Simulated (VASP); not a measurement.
Input of a VASP 6.6.1 run:

Contents of INCAR:

```
PREC = Accurate ; ENCUT = 520
EDIFF = 1E-6 ; ISMEAR = 0
SIGMA = 0.15 ; LREAL = F
LASPH = T ; NELM = 100
ALGO = Normal ; ISIF = 2
LWAVE = F ; LCHARG = T
GGA = PE ; LELF = T
LVHAR = T ; NBANDS = 12
```

The input KPOINTS:

```
Automatic mesh
0
Gamma
  18 18 18
```

Contents of POSCAR:

```
Cd
1.0
    0.0000000000      2.4776628404      1.9652821650
    2.4776628404      0.0000000000      1.9652821650
    2.4776628404      2.4776628404      0.0000000000
Cd
1
Direct
    0.0000000000      0.0000000000      0.0000000000
```

Potentials or basis: VASP PAW PBE potentials, release 64 (Cd).

Command:

```bash
$ cat potpaw_PBE.64/Cd/POTCAR > POTCAR
$ mpirun -np 1 vasp_std > vasp.out
```

(1) Estimate the pressure.

(2) What does it give for the band gap on the k mesh?

Answers

(1) -1.1 GPa.

(2) zero (bands 6 and 7 overlap by 3.56 eV).
